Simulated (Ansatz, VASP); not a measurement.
**One calculation of BAs, two programs**

POSCAR

```
BAs
1.0
    0.0000000000      1.8329025401      1.8329025401
    1.8329025401      0.0000000000      1.8329025401
    1.8329025401      1.8329025401      0.0000000000
B As
1 1
Direct
    0.0000000000      0.0000000000      0.0000000000
    0.2500000000      0.2500000000      0.2500000000
```

INCAR.step1

```
SYSTEM = BAs
PREC     = Accurate       ! precision mode
ENCUT    = 520            ! plane-wave cutoff, eV
ISMEAR   = -1             ! smearing method
SIGMA    = 0.1            ! smearing width, eV
LREAL    = .False.        ! projectors in reciprocal space
LASPH    = .True.         ! aspherical terms in the spheres
NELM     = 80             ! most SCF steps
NBANDS   = 11             ! bands
GGA      = PE             ! functional
ALGO     = Normal         ! electronic algorithm
EDIFF    = 1E-4           ! SCF threshold, eV
LWAVE    = .True.         ! write WAVECAR
LCHARG   = .False.        ! write CHGCAR
```

INCAR.step2

```
SYSTEM = BAs
PREC     = Accurate       ! precision mode
ENCUT    = 520            ! plane-wave cutoff, eV
EDIFF    = 1E-6           ! SCF threshold, eV
ISMEAR   = -1             ! smearing method
SIGMA    = 0.1            ! smearing width, eV
LREAL    = .False.        ! projectors in reciprocal space
LASPH    = .True.         ! aspherical terms in the spheres
NELM     = 80             ! most SCF steps
ALGO     = Normal         ! electronic algorithm
ISIF     = 2              ! what is computed and relaxed
LWAVE    = .False.        ! write WAVECAR
LCHARG   = .False.        ! write CHGCAR
METAGGA  = R2SCAN         ! meta-GGA
LMIXTAU  = .True.       
NBANDS   = 11             ! bands
ISTART   = 1
```

File KPOINTS:

```
Automatic mesh
0
Gamma
  15 15 15
  0 0 0
```

Input for Ansatz:

```yaml
crystal:
  lattice:
    - [0.0, 1.8329025401, 1.8329025401]
    - [1.8329025401, 0.0, 1.8329025401]
    - [1.8329025401, 1.8329025401, 0.0]
  atoms:
    - { symbol: B, position: [0.0, 0.0, 0.0] }
    - { symbol: As, position: [0.25, 0.25, 0.25] }
kpoints:
  mp_grid: { grid: [15, 15, 15] }
scf:
  occupations: { method: fermi_dirac, width: 0.1 }
hamiltonian:
  xc: r2scan
  pseudopotentials: { kind: paw }
output:
  forces: true
  stress: true
  eigenvalues: true
  populations: true
```

Change from the starting cell: volume scaled by 0.45, PAW files.

Alike in both runs: task single point; functional r2SCAN; k mesh 15 × 15 × 15; occupations fermi-dirac, width 0.1 eV; no spin polarisation.

|  | VASP | Ansatz |
| --- | --- | --- |
| version | VASP 6.6.1 | Ansatz 0.2.0 |
| potentials or method | VASP PAW PBE potentials, release 64 (B, As) | PAW with Ansatz's default frozen-core files, scalar-relativistic |
| plane-wave cutoff (eV) | 520 | 500 |
| valence electrons in the cell | 8 | 18 |

|  | VASP | Ansatz | Ansatz less VASP |
| --- | --- | --- | --- |
| pressure (GPa) | 541.0 | 523.2 | -17.75 |

VASP's potentials were made for PBE, not for r2SCAN. Both programs put the cell under a high pressure, so it lies far from rest at this level. VASP's potentials hold 8 valence electrons a cell and Ansatz's 18, so a difference there can come from the potentials and not from the codes.

Noted on VASP's run: the cell as given lies far from equilibrium.
